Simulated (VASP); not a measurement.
# KI (P6_3/mmc) in VASP: settings compared

KI is run at these levels: PBE-based screened hybrid with 20 % exact exchange, PBE, HSE06, PBE-based screened hybrid with 40 % exact exchange; tasks: single point.

Program: VASP 6.6.1. These are calculated values, not measurements. Logs are shortened: lines on timing, memory, paths and dates and some standing lists are left out, and cuts for length are marked.

## (1) The cell of the first run

Symmetry: P6_3/mmc, No. 194, hexagonal system. Conventional cell: a = 6.039 Å, b = 6.039 Å, c = 7.039 Å, α = 90.00°, β = 90.00°, γ = 120.00°. K (site symmetry -6m2) has 5 I at 3.49 to 3.52 Å within 4.6 Å. I (site symmetry -6m2) has 5 K at 3.49 to 3.52 Å within 4.6 Å.

## (2) Single point, PBE-based screened hybrid with 20 % exact exchange

File POSCAR:

```
KI
1.0
    6.0394505649      0.0000000000      0.0000000000
   -3.0197252825      5.2303176141      0.0000000000
    0.0000000000      0.0000000000      7.0391244471
K I
2 2
Direct
    0.3333333333      0.6666666667     -0.0625000000
    0.6666666667      0.3333333333      0.4375000000
    0.3333333333      0.6666666667      0.4375000000
    0.6666666667      0.3333333333      0.9375000000
```

File INCAR.step1:

```
SYSTEM = KI
ALGO     = Normal         ! electronic algorithm
EDIFF    = 1E-5           ! SCF threshold, eV
ENCUT    = 520            ! plane-wave cutoff, eV
GGA      = PE             ! functional
ISIF     = 2              ! what is computed and relaxed
ISMEAR   = 0              ! smearing method
LASPH    = .TRUE.         ! aspherical terms in the spheres
LREAL    = .FALSE.        ! projectors in reciprocal space
LWAVE    = .TRUE.         ! write WAVECAR
NBANDS   = 24             ! bands
NELM     = 80             ! most SCF steps
PREC     = Accurate       ! precision mode
SIGMA    = 0.01           ! smearing width, eV
```

File INCAR.step2:

```
SYSTEM = KI
AEXX     = 0.2            ! exact-exchange fraction
ALGO     = Normal         ! electronic algorithm
EDIFF    = 1E-7           ! SCF threshold, eV
ENCUT    = 520            ! plane-wave cutoff, eV
GGA      = PE             ! functional
HFSCREEN = 0.2078         ! screening, 1/A
ISIF     = 2              ! what is computed and relaxed
ISMEAR   = 0              ! smearing method
ISTART   = 1            
LASPH    = .TRUE.         ! aspherical terms in the spheres
LCHARG   = .TRUE.         ! write CHGCAR
LELF     = .TRUE.         ! ELF
LHFCALC  = .TRUE.         ! exact exchange
LREAL    = .FALSE.        ! projectors in reciprocal space
LVHAR    = .TRUE.       
LWAVE    = .FALSE.        ! write WAVECAR
NBANDS   = 24             ! bands
NELM     = 80             ! most SCF steps
PREC     = Accurate       ! precision mode
PRECFOCK = Normal       
SIGMA    = 0.01           ! smearing width, eV
```

File KPOINTS:

```
k-points
0
G
  3 3 2
  0 0 0
```

Potentials or basis: VASP PAW PBE potentials, release 64 (K_sv, I).

Command:

```console
$ cat potpaw_PBE.64/K_sv/POTCAR potpaw_PBE.64/I/POTCAR > POTCAR
$ cp INCAR.step1 INCAR
$ mpirun -np 1 vasp_std > vasp.out
$ cp INCAR.step2 INCAR
$ mpirun -np 1 vasp_std > vasp.out
```

OUTCAR:

```text
SYSTEM = KI
   AEXX = 0.2
   EDIFF = 1E-7
   ENCUT = 520
   GGA = PE
   HFSCREEN = 0.2078
   ISIF = 2
   ISMEAR = 0
   ISTART = 1
   LASPH = .TRUE.
   LHFCALC = .TRUE.
   LREAL = .FALSE.
   NELM = 80
   PREC = Accurate
   PRECFOCK = Normal

 ion  position               nearest neighbor table
   1  0.333  0.667  0.938-   4 3.49   4 3.49   4 3.49   3 3.52   3 3.52
   2  0.667  0.333  0.438-   3 3.49   3 3.49   3 3.49   4 3.52   4 3.52
   3  0.333  0.667  0.438-   2 3.49   2 3.49   2 3.49   1 3.52   1 3.52
   4  0.667  0.333  0.938-   1 3.49   1 3.49   1 3.49   2 3.52   2 3.52

  LATTYP: Found a hexagonal cell.
 ALAT       =     6.0394505649
 C/A-ratio  =     1.1655239780

  Lattice vectors:

 A1 = (   6.0394505649,   0.0000000000,   0.0000000000)
 A2 = (  -3.0197252825,   5.2303176141,   0.0000000000)
 A3 = (   0.0000000000,   0.0000000000,   7.0391244471)

Analysis of symmetry for initial positions (statically):
=====================================================================
 Subroutine PRICEL returns:
 Original cell was already a primitive cell.

 Routine SETGRP: Setting up the symmetry group for a
 hexagonal supercell.

 Subroutine GETGRP returns: Found 24 space group operations
 (whereof  6 operations were pure point group operations)
 out of a pool of 24 trial point group operations.

The static configuration has the point symmetry C_3v.
 The point group associated with its full space group is D_6h.

Analysis of symmetry for dynamics (positions and initial velocities):
=====================================================================
 Subroutine PRICEL returns:
 Original cell was already a primitive cell.

 Routine SETGRP: Setting up the symmetry group for a
 hexagonal supercell.

 Subroutine GETGRP returns: Found 24 space group operations
 (whereof  6 operations were pure point group operations)
 out of a pool of 24 trial point group operations.

The dynamic configuration has the point symmetry C_3v.
 The point group associated with its full space group is D_6h.

 Subroutine INISYM returns: Found 24 space group operations
 (whereof  6 operations are pure point group operations),
 and found     1 'primitive' translations

----------------------------------------------------------------------------------------

                                     Primitive cell

  volume of cell :     222.3536

  direct lattice vectors                    reciprocal lattice vectors
     6.039450565  0.000000000  0.000000000     0.165577976  0.095596489  0.000000000
    -3.019725283  5.230317614  0.000000000     0.000000000  0.191192978  0.000000000
     0.000000000  0.000000000  7.039124447     0.000000000  0.000000000  0.142063123

  length of vectors
     6.039450565  6.039450565  7.039124447     0.191192978  0.191192978  0.142063123

  position of ions in fractional coordinates (direct lattice)
     0.333333333  0.666666667  0.937500000
     0.666666667  0.333333333  0.437500000
     0.333333333  0.666666667  0.437500000
     0.666666667  0.333333333  0.937500000

  ion indices of the primitive-cell ions
   primitive index   ion index
                 1           1
                 2           2
                 3           3
                 4           4

----------------------------------------------------------------------------------------

 KPOINTS: k-points

Automatic generation of k-mesh.
 Grid dimensions read from file:
 generate k-points for:    3    3    2

 Generating k-lattice:

  Cartesian coordinates                     Fractional coordinates (reciprocal lattice)
     0.055192659  0.031865496  0.000000000     0.333333333  0.000000000  0.000000000
     0.000000000  0.063730993  0.000000000     0.000000000  0.333333333  0.000000000
     0.000000000  0.000000000  0.071031561     0.000000000  0.000000000  0.500000000

  Length of vectors
     0.063730993  0.063730993  0.071031561

  Shift w.r.t. Gamma in fractional coordinates (k-lattice)
     0.000000000  0.000000000  0.000000000

 Subroutine IBZKPT returns following result:
 ===========================================

 Found      6 irreducible k-points:

 Following reciprocal coordinates:
            Coordinates               Weight
  0.000000  0.000000  0.000000      1.000000
  0.333333  0.000000  0.000000      6.000000
  0.333333  0.333333  0.000000      2.000000
  0.000000  0.000000  0.500000      1.000000
  0.333333  0.000000  0.500000      6.000000
  0.333333  0.333333  0.500000      2.000000
   k-points           NKPTS =      6   k-points in BZ     NKDIM =     18   number of bands    NBANDS=     24
   number of dos      NEDOS =    301   number of ions     NIONS =      4
   total plane-waves  NPLWV = 124416
   dimension x,y,z NGX =    48 NGY =   48 NGZ =   54
   dimension x,y,z NGXF=    96 NGYF=   96 NGZF=  108
   ions per type =               2   2
   NGX,Y,Z   is equivalent  to a cutoff of  13.21, 13.21, 12.75 a.u.
   NGXF,Y,Z  is equivalent  to a cutoff of  26.43, 26.43, 25.51 a.u.
 SYSTEM =  KI
   PREC   = accura    normal or accurate (medium, high low for compatibility)
   ISTART =      1    job   : 0-new  1-cont  2-samecut
   ICHARG =      0    charge: 1-file 2-atom 10-const
   ISPIN  =      1    spin polarized calculation?
   LNONCOLLINEAR =      F non collinear calculations
   LSORBIT =      F    spin-orbit coupling
   LASPH  =      T    aspherical Exc in radial PAW
   ENCUT  =  520.0 eV  38.22 Ry    6.18 a.u.  11.23 11.23 13.09*2*pi/ulx,y,z
   NELM   =     80;   NELMIN=  2; NELMDL=  0     # of ELM steps
   EDIFF  = 0.1E-06   stopping-criterion for ELM
   LREAL  =      F    real-space projection
   EDIFFG = 0.1E-05   stopping-criterion for IOM
   NSW    =      0    number of steps for IOM
   IBRION =     -1    ionic relax: 0-MD 1-quasi-New 2-CG
   NFREE  =      0    steps in history (QN), initial steepest desc. (CG)
   ISIF   =      2    stress and relaxation
   ISYM   =      3    0-nonsym 1-usesym 2-fastsym
   POTIM  = 0.5000    time-step for ionic-motion
   TEBEG  =    0.0;   TEEND  =   0.0 temperature during run
   PSTRESS=    0.0 pullay stress
   NELECT =      32.0000    total number of electrons
   NUPDOWN=      -1.0000    fix difference up-down
   EMIN   =  10.00;   EMAX   =-10.00  energy-range for DOS
   EFERMI =   0.00;   METHOD = LEGACY
   ISMEAR =     0;   SIGMA  =   0.01  broadening in eV -4-tet -1-fermi 0-gaus
   EFERMI_NEDOS =   21; number of points for ismear=-14 and -15
   IALGO  =     38    algorithm
   IMIX   =      1    mixing-type and parameters
     AMIX     =   0.40;   BMIX     =  1.00
     AMIX_MAG =   1.60;   BMIX_MAG =  1.00
  volume/ion in A,a.u.               =      55.59       375.13
  Fermi-wavevector in a.u.,A,eV,Ry     =   0.857913  1.621221 10.014097  0.736015
  Thomas-Fermi vector in A             =   1.975039
   LORBIT       =      0    0 simple, 1 ext, 2 COOP (PROOUT), +10 PAW based schemes
   GGA     = PE    functional components
   LHFCALC =     T    Hartree Fock is set to
   PRECFOCK=normal    Normal, Fast or Accurate (Low or Medium for compatibility)
   ENCUT4O =  -1.0   cutoff for four orbital integrals eV
   NKREDX  =     1    reduce k-point grid by
   NKREDY  =     1    reduce k-point grid by
   NKREDZ  =     1    reduce k-point grid by
   AEXX    =    0.2000 exact exchange contribution
   HFSCREEN=    0.2078 screening length (either q_TF or 0.3 A-1)
   HFSCREENC=   0.2078 screening length for correlation (either q_TF or 0.3 A-1)
   ENCUTFOCK=  -1.0 apply spherical cutoff to Coloumb kernel
   IVDW    =     0    specifies the selected vdW correction
   LEPSILON=     F    determine dielectric tensor
   LRPA    =     F    only Hartree local field effects (RPA)
 non-spin polarized calculation
 Gauss-broadening in eV      SIGMA  =   0.01
  energy-cutoff  :      520.00
  volume of cell :      222.35
 maximum number of plane-waves:      6038
 NGX is ok and might be reduce to    48
  NGX = 36; NGY = 36; NGZ = 40

 number of electron      32.0000004 magnetization

 Free energy of the ion-electron system (eV)
  ---------------------------------------------------
  ext. energy  EPLUGINS =         0.00000000
  ---------------------------------------------------
  free energy    TOTEN  =       -12.28456984 eV

  energy without entropy =      -12.28456984  energy(sigma->0) =      -12.28456984

 E-fermi :  -1.9652     XC(G=0):  -5.3813

 val. band max:       -2.0461513713   @ k =   0.0000   0.0000   0.0000
 cond. band min:       2.4935693978   @ k =   0.0000   0.0000   0.0000
 fundamental gap:      4.5397207691
 Fermi energy:        -1.9652345009

 k-point     1 :       0.0000    0.0000    0.0000
  band No.  band energies     occupation
      1     -32.5441      2.00000
      2     -32.5417      2.00000
      3     -14.9779      2.00000
      4     -14.9715      2.00000
      5     -14.9715      2.00000
      6     -14.9559      2.00000
[... 16 lines left out ...]
     23       5.9715      0.00000
     24       6.8702      0.00000

 k-point     2 :       0.3333    0.0000    0.0000
  band No.  band energies     occupation
      1     -32.5435      2.00000
      2     -32.5421      2.00000
      3     -15.0046      2.00000
      4     -14.9944      2.00000
      5     -14.9752      2.00000
      6     -14.9693      2.00000
[... 16 lines left out ...]
     23       6.1185      0.00000
     24       6.5402      0.00000

 k-point     3 :       0.3333    0.3333    0.0000
  band No.  band energies     occupation
      1     -32.5427      2.00000
      2     -32.5427      2.00000
      3     -15.0147      2.00000
      4     -15.0147      2.00000
      5     -14.9799      2.00000
      6     -14.9579      2.00000
[... 16 lines left out ...]
     23       5.9742      0.00000
     24       6.9921      0.00000

 k-point     4 :       0.0000    0.0000    0.5000
  band No.  band energies     occupation
      1     -32.5429      2.00000
      2     -32.5429      2.00000
      3     -14.9921      2.00000
      4     -14.9921      2.00000
      5     -14.9635      2.00000
      6     -14.9635      2.00000
[... 16 lines left out ...]
     23       7.0060      0.00000
     24       7.0061      0.00000

 k-point     5 :       0.3333    0.0000    0.5000
  band No.  band energies     occupation
      1     -32.5428      2.00000
      2     -32.5428      2.00000
      3     -15.0421      2.00000
      4     -15.0421      2.00000
      5     -14.9656      2.00000
      6     -14.9656      2.00000
[... 16 lines left out ...]
     23       6.3840      0.00000
     24       6.3840      0.00000

 k-point     6 :       0.3333    0.3333    0.5000
  band No.  band energies     occupation
      1     -32.5427      2.00000
      2     -32.5427      2.00000
      3     -15.0600      2.00000
      4     -15.0600      2.00000
      5     -14.9686      2.00000
      6     -14.9686      2.00000
[... 16 lines left out ...]
     23       6.4545      0.00000
     24       6.4545      0.00000

------------------------ aborting loop because EDIFF is reached ----------------------------------------

  FORCE on cell =-STRESS in cart. coord.  units (eV):
  Direction    XX          YY          ZZ          XY          YZ          ZX
  --------------------------------------------------------------------------------------
  -------------------------------------------------------------------------------------
  Total        0.2029008      0.2029008      0.3554657     -0.0000000     -0.0000000      0.0000000
  in kB        1.4620093      1.4620093      2.5613215     -0.0000000     -0.0000000      0.0000000
  external PRESSURE =       1.8284467 kB  Pullay stress =       0.0000000 kB

 VOLUME and BASIS-vectors are now :
 -----------------------------------------------------------------------------
  energy-cutoff  :      520.00
  volume of cell :      222.35
      direct lattice vectors                 reciprocal lattice vectors
     6.039450565  0.000000000  0.000000000     0.165577976  0.095596489  0.000000000
    -3.019725283  5.230317614  0.000000000     0.000000000  0.191192978  0.000000000
     0.000000000  0.000000000  7.039124447     0.000000000  0.000000000  0.142063123

 POSITION                                       TOTAL-FORCE (eV/Angst)
 -----------------------------------------------------------------------------------
     -0.00000      3.48688      6.59918        -0.000000     -0.000000     -0.000000
      3.01973      1.74344      3.07962         0.000000      0.000000      0.000000
     -0.00000      3.48688      3.07962        -0.000000     -0.000000      0.000000
      3.01973      1.74344      6.59918         0.000000      0.000000     -0.000000
 -----------------------------------------------------------------------------------
    total drift:                               -0.000002      0.000001      0.000012

  FREE ENERGIE OF THE ION-ELECTRON SYSTEM (eV)
  ---------------------------------------------------
  free  energy   TOTEN  =       -12.2845698384 eV

  energy  without entropy=      -12.2845698384  energy(sigma->0) =      -12.28456984
```

Run time: 26 min. Hardware: 1 thread of Intel Xeon 8259CL, shared host; peak memory 0.5 GiB.

Results:

- Free energy: -12.2846 eV
- Pressure: 0.2 GPa
- Band gap on the k mesh: 4.54 eV

Levels at points of the mesh, in eV from the valence-band top:
```
           k point  band 13  band 14  band 15  band 16  band 17  band 18  band 19  band 20
(0.00, 0.00, 0.00)    -0.57    -0.29    -0.29     0.00     4.54     6.61     7.26     7.26
(0.00, 0.00, 0.50)    -0.45    -0.45    -0.45    -0.45     5.71     5.71     7.79     7.79
```

Caveat: the k points lie up to 0.45 Å⁻¹ apart; the PAW data sets were made with another functional, which shifts forces and pressure a little; spin-orbit coupling is left out, which moves the levels of the heavy elements.

## (3) Single point, PBE

File INCAR:

```
SYSTEM = KI
PREC     = Accurate       ! precision mode
ENCUT    = 520            ! plane-wave cutoff, eV
EDIFF    = 1E-6           ! SCF threshold, eV
ISMEAR   = 0              ! smearing method
SIGMA    = 0.01           ! smearing width, eV
LREAL    = .FALSE.        ! projectors in reciprocal space
LASPH    = .TRUE.         ! aspherical terms in the spheres
NELM     = 100            ! most SCF steps
ALGO     = Normal         ! electronic algorithm
ISIF     = 2              ! what is computed and relaxed
LWAVE    = .FALSE.        ! write WAVECAR
LCHARG   = .FALSE.        ! write CHGCAR
GGA      = PE             ! functional
NBANDS   = 24             ! bands
```

File KPOINTS:

```
regular mesh
0
G
  6 6 4
  0 0 0
```

POSCAR is that of step 2.

Potentials or basis: VASP PAW PBE potentials, release 64 (K_sv, I).

Command:

```console
$ cat potpaw_PBE.64/K_sv/POTCAR potpaw_PBE.64/I/POTCAR > POTCAR
$ mpirun -np 1 vasp_std > vasp.out
```

It took 54 s on 1 thread of Intel Xeon 6975P-C (Granite Rapids), shared host; peak memory 0.38 GiB.

The run converged. Its results:

- Free energy: -10.9656 eV
- Pressure: 0.3 GPa
- Band gap on the k mesh: 3.79 eV

Stress tensor (GPa, compression positive):
```
0.24 0.00 0.00
0.00 0.24 0.00
0.00 0.00 0.34
```

Levels at points of the mesh, in eV from the valence-band top:
```csv
k point,band 13,band 14,band 15,band 16,band 17,band 18,band 19,band 20
"(0.00, 0.00, 0.00)",-0.54,-0.29,-0.29,0.00,3.79,5.78,6.35,6.35
"(0.50, 0.00, 0.00)",-0.56,-0.51,-0.30,-0.16,5.34,5.60,5.84,5.84
"(0.00, 0.00, 0.50)",-0.43,-0.43,-0.43,-0.43,4.94,4.94,6.95,6.95
"(0.50, 0.00, 0.50)",-0.41,-0.41,-0.27,-0.27,5.45,5.45,7.09,7.09
```

Caveat: spin-orbit coupling is left out, which moves the levels of the heavy elements. A k mesh can miss the band edges.

(Continued in part 2 of 2.)
